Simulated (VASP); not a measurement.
# Sc (P6_3/mmc) in VASP: a series of runs

Runs on Sc. Level: LDA. Tasks: single point.

All numbers are computed with VASP 6.6.1; they aren't measurements. Logs are shortened: lines on timing, memory, paths and dates and some standing lists are left out, and cuts for length are marked.

### 1 The cell of the first run

Symmetry: P6_3/mmc, No. 194, hexagonal system. Conventional cell: a = 3.227 Å, b = 3.227 Å, c = 5.009 Å, α = 90.00°, β = 90.00°, γ = 120.00°. Within 4.1 Å of Sc (site symmetry -6m2) lie 12 Sc at 3.12 to 3.23 Å.

### 2 Single point, LDA

The input, INCAR:

```
SYSTEM = Sc
ALGO = Normal
EDIFF = 1E-6
ENCUT = 500
GGA = CA
GGA_COMPAT = .False.
ISIF = 2
ISMEAR = -1
LASPH = .True.
LCHARG = .False.
LREAL = .False.
LWAVE = .False.
NBANDS = 18
NELM = 120
PREC = Accurate
SIGMA = 0.6
```

The input, KPOINTS:

```
k-points
0
Gamma
  11 11 6
  0 0 0
```

The input, POSCAR:

```
Sc
1.0
    3.2269060027      0.0000000000      0.0000000000
   -1.6134530014      2.7945825740      0.0000000000
    0.0000000000      0.0000000000      5.0094253455
Sc
2
Direct
    0.3333333333      0.6666666667      0.2500000000
    0.6666666667      0.3333333333      0.7500000000
```

Potentials or basis: VASP PAW LDA potentials, release 64 (Sc_sv).

Launch:

```sh
$ cat potpaw_LDA.64/Sc_sv/POTCAR > POTCAR
$ mpirun -np 1 vasp_std > vasp.out
```

OUTCAR:

```text
SYSTEM = Sc
   EDIFF = 1E-6
   ENCUT = 500
   GGA = CA
   ISIF = 2
   ISMEAR = -1
   LASPH = .True.
   LREAL = .False.
   NELM = 120
   PREC = Accurate

 ion  position               nearest neighbor table
   1  0.333  0.667  0.250-   2 3.12   2 3.12   2 3.12   2 3.12   2 3.12   2 3.12
   2  0.667  0.333  0.750-   1 3.12   1 3.12   1 3.12   1 3.12   1 3.12   1 3.12

  LATTYP: Found a hexagonal cell.
 ALAT       =     3.2269060027
 C/A-ratio  =     1.5523927072

  Lattice vectors:

 A1 = (   3.2269060027,   0.0000000000,   0.0000000000)
 A2 = (  -1.6134530014,   2.7945825740,   0.0000000000)
 A3 = (   0.0000000000,   0.0000000000,   5.0094253455)

Analysis of symmetry for initial positions (statically):
=====================================================================
 Subroutine PRICEL returns:
 Original cell was already a primitive cell.

 Routine SETGRP: Setting up the symmetry group for a
 hexagonal supercell.

 Subroutine GETGRP returns: Found 24 space group operations
 (whereof 12 operations were pure point group operations)
 out of a pool of 24 trial point group operations.

The static configuration has the point symmetry D_3d.
 The point group associated with its full space group is D_6h.

Analysis of symmetry for dynamics (positions and initial velocities):
=====================================================================
 Subroutine PRICEL returns:
 Original cell was already a primitive cell.

 Routine SETGRP: Setting up the symmetry group for a
 hexagonal supercell.

 Subroutine GETGRP returns: Found 24 space group operations
 (whereof 12 operations were pure point group operations)
 out of a pool of 24 trial point group operations.

The dynamic configuration has the point symmetry D_3d.
 The point group associated with its full space group is D_6h.

 Subroutine INISYM returns: Found 24 space group operations
 (whereof 12 operations are pure point group operations),
 and found     1 'primitive' translations

----------------------------------------------------------------------------------------

                                     Primitive cell

  volume of cell :      45.1743

  direct lattice vectors                    reciprocal lattice vectors
     3.226906003  0.000000000  0.000000000     0.309894369  0.178917597  0.000000000
    -1.613453001  2.794582574  0.000000000     0.000000000  0.357835195  0.000000000
     0.000000000  0.000000000  5.009425346     0.000000000  0.000000000  0.199623696

  length of vectors
     3.226906003  3.226906003  5.009425346     0.357835195  0.357835195  0.199623696

  position of ions in fractional coordinates (direct lattice)
     0.333333333  0.666666667  0.250000000
     0.666666667  0.333333333  0.750000000

  ion indices of the primitive-cell ions
   primitive index   ion index
                 1           1
                 2           2

----------------------------------------------------------------------------------------

 KPOINTS: k-points

Automatic generation of k-mesh.
 Grid dimensions read from file:
 generate k-points for:   11   11    6

 Generating k-lattice:

  Cartesian coordinates                     Fractional coordinates (reciprocal lattice)
     0.028172215  0.016265236  0.000000000     0.090909091  0.000000000  0.000000000
     0.000000000  0.032530472  0.000000000     0.000000000  0.090909091  0.000000000
     0.000000000  0.000000000  0.033270616     0.000000000  0.000000000  0.166666667

  Length of vectors
     0.032530472  0.032530472  0.033270616

  Shift w.r.t. Gamma in fractional coordinates (k-lattice)
     0.000000000  0.000000000  0.000000000

 Subroutine IBZKPT returns following result:
 ===========================================

 Found     64 irreducible k-points:

 Following reciprocal coordinates:
            Coordinates               Weight
  0.000000  0.000000  0.000000      1.000000
  0.090909 -0.000000  0.000000      6.000000
  0.181818 -0.000000  0.000000      6.000000
  0.272727  0.000000  0.000000      6.000000
  0.363636  0.000000  0.000000      6.000000
  0.454545 -0.000000  0.000000      6.000000
[... 16 lines left out ...]
  0.090909  0.090909  0.166667     12.000000
  0.181818  0.090909  0.166667     24.000000
 [... further k-points ...]
   k-points           NKPTS =     64   k-points in BZ     NKDIM =     64   number of bands    NBANDS=     18
   number of dos      NEDOS =    301   number of ions     NIONS =      2
   total plane-waves  NPLWV =  23040
   dimension x,y,z NGX =    24 NGY =   24 NGZ =   40
   dimension x,y,z NGXF=    48 NGYF=   48 NGZF=   80
   ions per type =               2
   NGX,Y,Z   is equivalent  to a cutoff of  12.36, 12.36, 13.27 a.u.
   NGXF,Y,Z  is equivalent  to a cutoff of  24.73, 24.73, 26.55 a.u.
 SYSTEM =  Sc
   PREC   = accura    normal or accurate (medium, high low for compatibility)
   ISTART =      0    job   : 0-new  1-cont  2-samecut
   ICHARG =      2    charge: 1-file 2-atom 10-const
   ISPIN  =      1    spin polarized calculation?
   LNONCOLLINEAR =      F non collinear calculations
   LSORBIT =      F    spin-orbit coupling
   LASPH  =      T    aspherical Exc in radial PAW
   ENCUT  =  500.0 eV  36.75 Ry    6.06 a.u.   5.88  5.88  9.13*2*pi/ulx,y,z
   NELM   =    120;   NELMIN=  2; NELMDL= -5     # of ELM steps
   EDIFF  = 0.1E-05   stopping-criterion for ELM
   LREAL  =      F    real-space projection
   EDIFFG = 0.1E-04   stopping-criterion for IOM
   NSW    =      0    number of steps for IOM
   IBRION =     -1    ionic relax: 0-MD 1-quasi-New 2-CG
   NFREE  =      0    steps in history (QN), initial steepest desc. (CG)
   ISIF   =      2    stress and relaxation
   ISYM   =      2    0-nonsym 1-usesym 2-fastsym
   POTIM  = 0.5000    time-step for ionic-motion
   TEBEG  =    0.0;   TEEND  =   0.0 temperature during run
   PSTRESS=    0.0 pullay stress
   NELECT =      22.0000    total number of electrons
   NUPDOWN=      -1.0000    fix difference up-down
   EMIN   =  10.00;   EMAX   =-10.00  energy-range for DOS
   EFERMI =   0.00;   METHOD = LEGACY
   ISMEAR =    -1;   SIGMA  =   0.60  broadening in eV -4-tet -1-fermi 0-gaus
   EFERMI_NEDOS =   21; number of points for ismear=-14 and -15
   IALGO  =     38    algorithm
   IMIX   =      4    mixing-type and parameters
     AMIX     =   0.40;   BMIX     =  1.00
     AMIX_MAG =   1.60;   BMIX_MAG =  1.00
  volume/ion in A,a.u.               =      22.59       152.43
  Fermi-wavevector in a.u.,A,eV,Ry     =   1.288008  2.433983 22.571595  1.658965
  Thomas-Fermi vector in A             =   2.419988
   LORBIT       =      0    0 simple, 1 ext, 2 COOP (PROOUT), +10 PAW based schemes
   GGA     = CA    functional components
   LHFCALC =     F    Hartree Fock is set to
   AEXX    =    0.0000 exact exchange contribution
   IVDW    =     0    specifies the selected vdW correction
   LEPSILON=     F    determine dielectric tensor
   LRPA    =     F    only Hartree local field effects (RPA)
 non-spin polarized calculation
  energy-cutoff  :      500.00
  volume of cell :       45.17
 maximum number of plane-waves:      1160
 NGX is ok and might be reduce to    24
   NGX = 11   NGY = 11   NGZ = 19

 number of electron      22.0000000 magnetization

 Free energy of the ion-electron system (eV)
  ---------------------------------------------------
  ext. energy  EPLUGINS =         0.00000000
  ---------------------------------------------------
  free energy    TOTEN  =       -15.15853712 eV

  energy without entropy =      -11.97682412  energy(sigma->0) =      -13.56768062

 E-fermi :   4.0131     XC(G=0): -10.4839

 val. band max:        3.9947432877   @ k =   0.1818   0.0909   0.0000
 cond. band min:       4.0141315788   @ k =   0.2727   0.0000   0.3333
 fundamental gap:      0.0193882911
 Fermi energy:         4.0130612309

 k-point     1 :       0.0000    0.0000    0.0000
  band No.  band energies     occupation
      1     -44.3704      2.00000
      2     -44.2581      2.00000
      3     -23.6648      2.00000
      4     -23.1724      2.00000
      5     -23.1724      2.00000
      6     -23.0789      2.00000
[... 10 lines left out ...]
     17       6.5665      0.02797
     18       6.5665      0.02797

 k-point     2 :       0.0909   -0.0000    0.0000
  band No.  band energies     occupation
      1     -44.3644      2.00000
      2     -44.2562      2.00000
      3     -23.6496      2.00000
      4     -23.2014      2.00000
      5     -23.1825      2.00000
      6     -23.1094      2.00000
[... 10 lines left out ...]
     17       6.4129      0.03598
     18       6.4411      0.03436

 k-point     3 :       0.1818   -0.0000    0.0000
  band No.  band energies     occupation
      1     -44.3479      2.00000
      2     -44.2514      2.00000
      3     -23.6064      2.00000
      4     -23.2798      2.00000
      5     -23.2086      2.00000
      6     -23.1891      2.00000
[... 10 lines left out ...]
     17       6.6941      0.02267
     18       6.7839      0.01955

 k-point     4 :       0.2727    0.0000    0.0000
  band No.  band energies     occupation
      1     -44.3249      2.00000
      2     -44.2463      2.00000
      3     -23.5425      2.00000
      4     -23.3838      2.00000
      5     -23.2890      2.00000
      6     -23.2411      2.00000
[... 375 lines left out ...]
      4     -23.4680      2.00000
      5     -23.3535      2.00000
      6     -23.2763      2.00000
[... 10 lines left out ...]
     17       8.2434      0.00173
     18       8.4887      0.00115

 k-point    23 :       0.0909    0.0909    0.1667
  band No.  band energies     occupation
      1     -44.3465      2.00000
      2     -44.2596      2.00000
      3     -23.5903      2.00000
      4     -23.2369      2.00000
      5     -23.2157      2.00000
      6     -23.1747      2.00000
[... 10 lines left out ...]
     17       6.7106      0.02206
     18       6.9101      0.01587

 k-point    24 :       0.1818    0.0909    0.1667
  band No.  band energies     occupation
      1     -44.3277      2.00000
      2     -44.2537      2.00000
      3     -23.5530      2.00000
      4     -23.3166      2.00000
      5     -23.2898      2.00000
      6     -23.2159      2.00000
[... 10 lines left out ...]
     17       6.9831      0.01407
     18       7.2755      0.00866

 [... further k-points ...]
[... 5 lines left out ...]
  --------------------------------------------------------------------------------------
  -------------------------------------------------------------------------------------
  Total        0.9434623      0.9434623      1.7383990     -0.0000000      0.0000000     -0.0000000
  in kB       33.4613899     33.4613899     61.6550801     -0.0000000      0.0000000     -0.0000000
  external PRESSURE =      42.8592866 kB  Pullay stress =       0.0000000 kB

 VOLUME and BASIS-vectors are now :
 -----------------------------------------------------------------------------
  energy-cutoff  :      500.00
  volume of cell :       45.17
      direct lattice vectors                 reciprocal lattice vectors
     3.226906003  0.000000000  0.000000000     0.309894369  0.178917597  0.000000000
    -1.613453001  2.794582574  0.000000000     0.000000000  0.357835195  0.000000000
     0.000000000  0.000000000  5.009425346     0.000000000  0.000000000  0.199623696

 POSITION                                       TOTAL-FORCE (eV/Angst)
 -----------------------------------------------------------------------------------
     -0.00000      1.86306      1.25236         0.000000      0.000000      0.000000
      1.61345      0.93153      3.75707        -0.000000      0.000000      0.000000
 -----------------------------------------------------------------------------------
    total drift:                               -0.000000      0.000000     -0.000000

  FREE ENERGIE OF THE ION-ELECTRON SYSTEM (eV)
  ---------------------------------------------------
  free  energy   TOTEN  =       -15.1585371241 eV

  energy  without entropy=      -11.9768241169  energy(sigma->0) =      -13.56768062
```

Wall time 20 s (1 thread of Intel Xeon 6975P-C (Granite Rapids), shared host); peak memory 0.16 GiB.

What came out:

```yaml
Free_energy: -15.1585 eV
Pressure: 4.3 GPa
Band_gap_on_the_k_mesh: zero (band 11 reaches 5.11 eV, above the bottom of band 12 at 3.49 eV)
```

Levels at points of the mesh, in eV from the Fermi level:
```tsv
k point	band 7	band 8	band 9	band 10	band 11	band 12	band 13	band 14	band 15	band 16
(0.00, 0.00, 0.00)	-27.09	-27.06	-5.25	-1.73	0.93	1.74	1.74	2.07	2.27	2.27
(0.00, 0.00, 0.50)	-27.14	-27.14	-3.59	-3.59	1.10	1.10	1.64	1.64	1.64	1.64
```

### 3 Single point, LDA

The input, INCAR:

```
SYSTEM = Sc
ALGO = Normal ; EDIFF = 1E-6
ENCUT = 500 ; GGA_COMPAT = .FALSE.
ISIF = 2 ; ISMEAR = -1
LASPH = .TRUE. ; LCHARG = .FALSE.
LREAL = .FALSE. ; LWAVE = .FALSE.
NBANDS = 18 ; NELM = 120
PREC = Accurate ; SIGMA = 1.0
```

The input, KPOINTS:

```
k-points
0
G
  11 11 6
  0 0 0
```

POSCAR is that of step 2.

Potentials or basis: VASP PAW LDA potentials, release 64 (Sc_sv).

Launch:

```sh
$ cat potpaw_LDA.64/Sc_sv/POTCAR > POTCAR
$ mpirun -np 1 vasp_std > vasp.out
```

Wall time 41 s (1 thread of Intel Xeon 6975P-C (Granite Rapids), shared host); peak memory 0.16 GiB.

The run converged. Its results:

```
Free energy            : -17.7585 eV
Pressure               : 8.6 GPa
Band gap on the k mesh : zero (band 11 reaches 5.26 eV, above the bottom of band 12 at 3.59 eV)
```

Stress tensor (GPa, compression positive):
```
 7.40  0.00  0.00
 0.00  7.40  0.00
 0.00  0.00 10.94
```

Levels at points of the mesh, in eV from the Fermi level:
```csv
k point,band 8,band 9,band 10,band 11,band 12,band 13
"(0.00, 0.00, 0.00)",-26.68,-5.17,-1.59,1.03,1.98,1.98
"(0.00, 0.00, 0.50)",-26.77,-3.50,-3.50,1.31,1.31,1.88
```

(Part 1 of 2 ends here.)
